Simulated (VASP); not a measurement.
# Sr3Cl (Pm-3m) in VASP: a series of runs, part 2 of 2

VASP 6.6.1. The steps go on from the part before.

## Step 4: Relaxation of cell and atoms, PBE

INCAR reads:

```
SYSTEM = Sr3Cl
PREC     = Accurate       ! precision mode
ENCUT    = 600            ! plane-wave cutoff, eV
EDIFF    = 1E-7           ! SCF threshold, eV
ISMEAR   = 0              ! smearing method
SIGMA    = 0.1            ! smearing width, eV
LREAL    = .FALSE.        ! projectors in reciprocal space
LASPH    = .TRUE.         ! aspherical terms in the spheres
NELM     = 100            ! most SCF steps
ALGO     = Normal         ! electronic algorithm
ISIF     = 3              ! what is computed and relaxed
LWAVE    = .FALSE.        ! write WAVECAR
LCHARG   = .FALSE.        ! write CHGCAR
GGA      = PE             ! functional
IBRION   = 2              ! ionic algorithm
NSW      = 90             ! ionic steps
EDIFFG   = -0.04          ! ionic threshold
```

KPOINTS reads:

```
Automatic mesh
0
G
  4 4 4
  0 0 0
```

POSCAR reads:

```
Sr3Cl
1.0
    4.9441163556      0.0000000000      0.0000000000
    0.0000000000      4.9441163556      0.0000000000
    0.0000000000      0.0000000000      4.9441163556
Sr Cl
3 1
Direct
    0.0000000000      0.5000000000      0.5000000000
    0.5000000000      0.0000000000      0.5000000000
    0.5000000000      0.5000000000      0.0000000000
    0.0000000000      0.0000000000      0.0000000000
```

Potentials or basis: VASP PAW PBE potentials, release 64 (Sr_sv, Cl).

Command:

```console
cat potpaw_PBE.64/Sr_sv/POTCAR potpaw_PBE.64/Cl/POTCAR > POTCAR
mpirun -np 1 vasp_std > vasp.out
```

OUTCAR:

```text
SYSTEM = Sr3Cl
   PREC = Accurate
   ENCUT = 600
   EDIFF = 1E-7
   ISMEAR = 0
   LREAL = .FALSE.
   LASPH = .TRUE.
   NELM = 100
   ISIF = 3
   GGA = PE
   IBRION = 2
   NSW = 90
   EDIFFG = -0.04

 ion  position               nearest neighbor table
   1  0.000  0.500  0.500-   2 3.50   3 3.50   4 3.50   3 3.50   4 3.50   2 3.50   4 3.50   4 3.50
                             2 3.50   3 3.50   3 3.50   2 3.50
   2  0.500  0.000  0.500-   1 3.50   3 3.50   4 3.50   3 3.50   4 3.50   1 3.50   3 3.50   3 3.50
                             1 3.50   4 3.50   4 3.50   1 3.50
   3  0.500  0.500  0.000-   1 3.50   2 3.50   4 3.50   1 3.50   2 3.50   2 3.50   4 3.50   2 3.50
                             1 3.50   4 3.50   1 3.50   4 3.50
   4  0.000  0.000  0.000-   1 3.50   2 3.50   3 3.50   1 3.50   2 3.50   1 3.50   3 3.50   1 3.50
                             2 3.50   3 3.50   2 3.50   3 3.50

  LATTYP: Found a simple cubic cell.
 ALAT       =     4.9441163556

  Lattice vectors:

 A1 = (   4.9441163556,   0.0000000000,   0.0000000000)
 A2 = (   0.0000000000,   4.9441163556,   0.0000000000)
 A3 = (   0.0000000000,   0.0000000000,   4.9441163556)

Analysis of symmetry for initial positions (statically):
=====================================================================
 Subroutine PRICEL returns:
 Original cell was already a primitive cell.

 Routine SETGRP: Setting up the symmetry group for a
 simple cubic supercell.

 Subroutine GETGRP returns: Found 48 space group operations
 (whereof 48 operations were pure point group operations)
 out of a pool of 48 trial point group operations.

The static configuration has the point symmetry O_h .

Analysis of symmetry for dynamics (positions and initial velocities):
=====================================================================
 Subroutine PRICEL returns:
 Original cell was already a primitive cell.

 Routine SETGRP: Setting up the symmetry group for a
 simple cubic supercell.

 Subroutine GETGRP returns: Found 48 space group operations
 (whereof 48 operations were pure point group operations)
 out of a pool of 48 trial point group operations.

The dynamic configuration has the point symmetry O_h .
[... 100 lines left out ...]
   NUPDOWN=      -1.0000    fix difference up-down
   EMIN   =  10.00;   EMAX   =-10.00  energy-range for DOS
   EFERMI =   0.00;   METHOD = LEGACY
   ISMEAR =     0;   SIGMA  =   0.10  broadening in eV -4-tet -1-fermi 0-gaus
   EFERMI_NEDOS =   21; number of points for ismear=-14 and -15
   IALGO  =     38    algorithm
   IMIX   =      4    mixing-type and parameters
     AMIX     =   0.40;   BMIX     =  1.00
     AMIX_MAG =   1.60;   BMIX_MAG =  1.00
  volume/ion in A,a.u.               =      30.21       203.89
  Fermi-wavevector in a.u.,A,eV,Ry     =   1.103367  2.085062 16.563992  1.217419
  Thomas-Fermi vector in A             =   2.239824
   LORBIT       =      0    0 simple, 1 ext, 2 COOP (PROOUT), +10 PAW based schemes
   GGA     = PE    functional components
   LHFCALC =     F    Hartree Fock is set to
   AEXX    =    0.0000 exact exchange contribution
   IVDW    =     0    specifies the selected vdW correction
   LEPSILON=     F    determine dielectric tensor
   LRPA    =     F    only Hartree local field effects (RPA)
 conjugate gradient relaxation of ions
 non-spin polarized calculation
 Gauss-broadening in eV      SIGMA  =   0.10
  energy-cutoff  :      600.00
  volume of cell :      120.86
 maximum number of plane-waves:      4076
 NGX is ok and might be reduce to    40
   NGX = 19   NGY = 19   NGZ = 19

--------------------------------------- Ionic step        1  -------------------------------------------

 number of electron      36.9999998 magnetization

 Free energy of the ion-electron system (eV)
  ---------------------------------------------------
  ext. energy  EPLUGINS =         0.00000000
  ---------------------------------------------------
  free energy    TOTEN  =        -6.46698339 eV

  energy without entropy =       -6.42844116  energy(sigma->0) =       -6.44771227

------------------------ aborting loop because EDIFF is reached ----------------------------------------

  FORCE on cell =-STRESS in cart. coord.  units (eV):
  Direction    XX          YY          ZZ          XY          YZ          ZX
  --------------------------------------------------------------------------------------
  -------------------------------------------------------------------------------------
  Total        7.4090892      7.4090892      7.4090892     -0.0000000      0.0000000     -0.0000000
  in kB       98.2221327     98.2221327     98.2221327     -0.0000000      0.0000000     -0.0000000
  external PRESSURE =      98.2221327 kB  Pullay stress =       0.0000000 kB
[... 101 lines left out ...]
--------------------------------------- Ionic step        4  -------------------------------------------

 number of electron      36.9999995 magnetization

 Free energy of the ion-electron system (eV)
  ---------------------------------------------------
  ext. energy  EPLUGINS =         0.00000000
  ---------------------------------------------------
  free energy    TOTEN  =        -8.05763901 eV

  energy without entropy =       -8.03281303  energy(sigma->0) =       -8.04522602

 E-fermi :   2.0115     XC(G=0):  -7.4219

 val. band max:        1.9629535657   @ k =   0.2500   0.2500   0.2500
 cond. band min:       2.0397574421   @ k =   0.2500   0.2500   0.0000
 fundamental gap:      0.0768038765
 Fermi energy:         2.0115362691

 k-point     1 :       0.0000    0.0000    0.0000
  band No.  band energies     occupation
      1     -34.9708      2.00000
      2     -34.9444      2.00000
      3     -34.9444      2.00000
      4     -17.0446      2.00000
      5     -17.0446      2.00000
      6     -17.0446      2.00000
[... 270 lines left out ...]
  FREE ENERGIE OF THE ION-ELECTRON SYSTEM (eV)
  ---------------------------------------------------
  free  energy   TOTEN  =        -8.0576390122 eV

  energy  without entropy=       -8.0328130253  energy(sigma->0) =       -8.04522602

 reached required accuracy - stopping structural energy minimisation
```

OSZICAR:

```text
N       E                     dE             d eps       ncg     rms          rms(c)
DAV:   1     0.247208548273E+03    0.24721E+03   -0.19066E+04   440   0.165E+03
DAV:   2     0.141840569644E+02   -0.23302E+03   -0.23094E+03   540   0.342E+02
DAV:   3    -0.572785648977E+01   -0.19912E+02   -0.19784E+02   658   0.750E+01
[... 53 lines left out ...]
DAV:   8    -0.805763859862E+01   -0.17351E-04   -0.21438E-04   662   0.731E-02    0.136E-02
DAV:   9    -0.805763827415E+01    0.32447E-06   -0.13028E-05   526   0.198E-02    0.320E-03
DAV:  10    -0.805763847509E+01   -0.20094E-06   -0.10693E-06   600   0.391E-03    0.180E-03
DAV:  11    -0.805763900596E+01   -0.53087E-06   -0.84923E-08   294   0.163E-03    0.533E-04
DAV:  12    -0.805763901217E+01   -0.62068E-08   -0.12291E-08   304   0.645E-04
   4 F= -.80576390E+01 E0= -.80452260E+01  d E =-.159066E+01
```

CONTCAR:

```text
Sr3Cl
   1.00000000000000
     5.7497401823919638    0.0000000000000000   -0.0000000000000000
    -0.0000000000000000    5.7497401823919638    0.0000000000000000
    -0.0000000000000000    0.0000000000000000    5.7497401823919638
  Sr              Cl
     3     1
Direct
     0.0000000000000000    0.5000000000000000    0.5000000000000000
     0.5000000000000000    0.0000000000000000    0.5000000000000000
     0.5000000000000000    0.5000000000000000    0.0000000000000000
     0.0000000000000000    0.0000000000000000    0.0000000000000000

  0.00000000E+00  0.00000000E+00  0.00000000E+00
  0.00000000E+00  0.00000000E+00  0.00000000E+00
  0.00000000E+00  0.00000000E+00  0.00000000E+00
  0.00000000E+00  0.00000000E+00  0.00000000E+00
```

Wall time 64 s (1 thread of Intel Xeon 6975P-C (Granite Rapids), shared host); peak memory 0.26 GiB.

What came out:

```yaml
Free_energy: -8.0576 eV
Relaxed_volume: 47.52 Å³/atom
Relaxed_cell: a = 5.750 Å, b = 5.750 Å, c = 5.750 Å, α = 90.00°, β = 90.00°, γ = 90.00°
Space_group_after_relaxing_to_0.1_Å: Pm-3m (No. 221)
Energy_gained_by_relaxing: 397.7 meV/atom
Ionic_steps: 4
Pressure_after_relaxing: 0.0 GPa
Band_gap_on_the_k_mesh: zero (an odd number of electrons rules out a gap without spin polarisation)
```

The path:
```csv
step,energy change (eV),largest force (eV/Å),pressure (GPa),volume (Å³)
1,0.0000,0.0000,9.82,120.86
2,-1.3099,0.0000,2.94,156.24
3,-1.5748,0.0000,0.59,181.85
4,-1.5907,0.0000,0.05,190.08
```

Final structure:
```yaml
crystal:
  lattice:
    - [5.74974, 0.00000, 0.00000]
    - [0.00000, 5.74974, 0.00000]
    - [0.00000, 0.00000, 5.74974]
  atoms:
    - { symbol: Sr, position: [0.00000, 0.50000, 0.50000] }
    - { symbol: Sr, position: [0.50000, 0.00000, 0.50000] }
    - { symbol: Sr, position: [0.50000, 0.50000, 0.00000] }
    - { symbol: Cl, position: [0.00000, 0.00000, 0.00000] }
```

Levels at points of the mesh, in eV from the Fermi level:
```csv
k point,band 16,band 17,band 18,band 19,band 20,band 21,band 22
"(0.00, 0.00, 0.00)",-4.01,-3.20,-0.28,-0.18,-0.18,0.50,0.50
"(0.50, 0.00, 0.00)",-4.05,-1.82,-1.20,0.58,0.79,0.83,1.12
"(0.50, 0.50, 0.00)",-4.07,-1.22,-0.36,-0.36,0.51,0.70,1.41
"(0.50, 0.50, 0.50)",-4.14,-0.95,-0.95,-0.95,0.14,0.54,1.98
```

Caveat: the volume moved by over 15 % at a fixed basis, so the end points are rough; an odd number of electrons without spin polarisation forces a metal; a magnetic or distorted state may lie lower.

## Step 5: Single point, PBE

This run uses another cell than the first one, of 47.84 Å³/atom.

INCAR reads:

```
  ALGO = Normal
  EDIFF = 1E-6
  ENCUT = 520
  GGA = PE
  ISIF = 2
  ISMEAR = 0
  LASPH = T
  LCHARG = F
  LREAL = F
  LWAVE = F
  NBANDS = 26
  NELM = 60
  PREC = Accurate
  SIGMA = 0.1
```

KPOINTS reads:

```
k-points
0
Gamma
  8 8 8
```

POSCAR reads:

```
Sr3Cl
1.0
    5.7625570468      0.0000000000      0.0000000000
    0.0000000000      5.7625570468      0.0000000000
    0.0000000000      0.0000000000      5.7625570468
Sr Cl
3 1
Direct
    0.0000000000      0.5000000000      0.5000000000
    0.5000000000      0.0000000000      0.5000000000
    0.5000000000      0.5000000000      0.0000000000
    0.0000000000      0.0000000000      0.0000000000
```

Command:

```console
cat potpaw_PBE.64/Sr_sv/POTCAR potpaw_PBE.64/Cl/POTCAR > POTCAR
mpirun -np 1 vasp_std > vasp.out
```

Run time: 81 s. Hardware: 1 thread of Intel Xeon 6975P-C (Granite Rapids), shared host; peak memory 0.4 GiB.

It converged, with:

```yaml
Free_energy: -8.1217 eV
Pressure: 0.0 GPa
Band_gap_on_the_k_mesh: zero (an odd number of electrons rules out a gap without spin polarisation)
```

Levels at points of the mesh, in eV from the Fermi level:
| k point | band 15 | band 16 | band 17 | band 18 | band 19 | band 20 | band 21 | band 22 | band 23 | band 24 |
| --- | --- | --- | --- | --- | --- | --- | --- | --- | --- | --- |
| (0.00, 0.00, 0.00) | -3.96 | -3.96 | -3.20 | -0.28 | -0.18 | -0.18 | 0.50 | 0.50 | 0.50 | 2.33 |
| (0.50, 0.00, 0.00) | -4.00 | -4.00 | -1.82 | -1.20 | 0.58 | 0.79 | 0.82 | 1.10 | 1.10 | 1.39 |
| (0.50, 0.50, 0.00) | -4.23 | -4.02 | -1.23 | -0.36 | -0.36 | 0.51 | 0.69 | 1.40 | 1.40 | 1.45 |
| (0.50, 0.50, 0.50) | -4.10 | -4.10 | -0.95 | -0.95 | -0.95 | 0.13 | 0.55 | 1.95 | 1.95 | 1.95 |

Caveat: an odd number of electrons without spin polarisation forces a metal; a magnetic or distorted state may lie lower.

## Step 6: Relaxation of cell and atoms, PBE

This run uses another cell than the first one, of 47.29 Å³/atom.

INCAR reads:

```
PREC     = Accurate       # precision mode
ENCUT    = 600            # plane-wave cutoff, eV
EDIFF    = 1E-6           # SCF threshold, eV
ISMEAR   = 0              # smearing method
SIGMA    = 0.1            # smearing width, eV
LREAL    = F              # projectors in reciprocal space
LASPH    = T              # aspherical terms in the spheres
NELM     = 80             # most SCF steps
ALGO     = Normal         # electronic algorithm
ISIF     = 3              # what is computed and relaxed
LWAVE    = F              # write WAVECAR
LCHARG   = F              # write CHGCAR
GGA      = PE             # functional
IBRION   = 2              # ionic algorithm
NSW      = 100            # ionic steps
EDIFFG   = -0.01          # ionic threshold
```

KPOINTS reads:

```
regular mesh
0
Gamma
  8 8 8
```

POSCAR reads:

```
Sr3Cl
1.0
    5.7403045355      0.0000000000      0.0000000000
    0.0000000000      5.7403045355      0.0000000000
    0.0000000000      0.0000000000      5.7403045355
Sr Cl
3 1
Direct
    0.0000000000      0.5000000000      0.5000000000
    0.5000000000      0.0000000000      0.5000000000
    0.5000000000      0.5000000000      0.0000000000
    0.0000000000      0.0000000000      0.0000000000
```

Potentials or basis: VASP PAW PBE potentials, release 64 (Sr_sv, Cl).

Command:

```console
cat potpaw_PBE.64/Sr_sv/POTCAR potpaw_PBE.64/Cl/POTCAR > POTCAR
mpirun -np 1 vasp_std > vasp.out
```

Wall time 3.9 min (1 thread of Intel Xeon 6975P-C (Granite Rapids), shared host); peak memory 0.43 GiB.

Results (log left out):

- Free energy: -8.1217 eV
- Relaxed volume: 47.91 Å³/atom
- Relaxed cell: a = 5.766 Å, b = 5.766 Å, c = 5.766 Å, α = 90.00°, β = 90.00°, γ = 90.00°
- Space group after relaxing (to 0.1 Å): Pm-3m (No. 221)
- Energy gained by relaxing: 0.3 meV/atom
- Ionic steps: 4
- Pressure after relaxing: 0.0 GPa
- Band gap on the k mesh: zero (an odd number of electrons rules out a gap without spin polarisation)

The path:
| step | energy change (eV) | largest force (eV/Å) | pressure (GPa) | volume (Å³) |
| --- | --- | --- | --- | --- |
| 1 | 0.0000 | 0.0000 | 0.15 | 189.15 |
| 2 | -0.0008 | 0.0000 | 0.07 | 190.35 |
| 3 | -0.0010 | 0.0000 | -0.05 | 192.50 |
| 4 | -0.0011 | 0.0000 | 0.00 | 191.65 |

Final structure:
```
CELL_PARAMETERS angstrom
5.76552 0.00000 0.00000
0.00000 5.76552 0.00000
0.00000 0.00000 5.76552
ATOMIC_POSITIONS crystal
Sr 0.00000 0.50000 0.50000
Sr 0.50000 0.00000 0.50000
Sr 0.50000 0.50000 0.00000
Cl 0.00000 0.00000 0.00000
```

Levels at points of the mesh, in eV from the Fermi level:
```csv
k point,band 16,band 17,band 18,band 19,band 20,band 21,band 22
"(0.00, 0.00, 0.00)",-3.96,-3.20,-0.28,-0.17,-0.17,0.50,0.50
"(0.50, 0.00, 0.00)",-3.99,-1.82,-1.20,0.58,0.79,0.82,1.10
"(0.50, 0.50, 0.00)",-4.01,-1.23,-0.37,-0.37,0.51,0.69,1.40
"(0.50, 0.50, 0.50)",-4.09,-0.95,-0.95,-0.95,0.12,0.55,1.95
```

Caveat: an odd number of electrons without spin polarisation forces a metal; a magnetic or distorted state may lie lower.

## Step 7: Overview

| task | cell | k mesh | cutoff (eV) | gap on the mesh (eV) | pressure (GPa) | relaxed volume (Å³/atom) |
| --- | --- | --- | --- | --- | --- | --- |
| single point | a = 4.944 Å, 4 atoms | 4 × 4 × 4 | 520 | none | 9.7 | - |
| single point | a = 5.740 Å, 4 atoms | 4 × 4 × 4 | 520 | none | 0.1 | - |
| relaxation of cell and atoms | relaxed from a = 4.944 Å, 4 atoms | 4 × 4 × 4 | 600 | none | 0.0 | 47.52 |
| single point | a = 5.763 Å, 4 atoms | 8 × 8 × 8 | 520 | none | 0.0 | - |
| relaxation of cell and atoms | relaxed from a = 5.740 Å, 4 atoms | 8 × 8 × 8 | 600 | none | 0.0 | 47.91 |

Alike in all rows: level PBE; potentials or basis VASP PAW PBE potentials, release 64 (Sr_sv, Cl); no spin polarisation; smearing gaussian 0.1 eV.

Caveats: an odd number of electrons without spin polarisation forces a metal; a magnetic or distorted state may lie lower; the cell stands under pressure (at least some runs); the volume moved by over 15 % at a fixed basis, so the end points are rough (at least some runs).

Absolute energies hang on the potentials; compare differences alone.
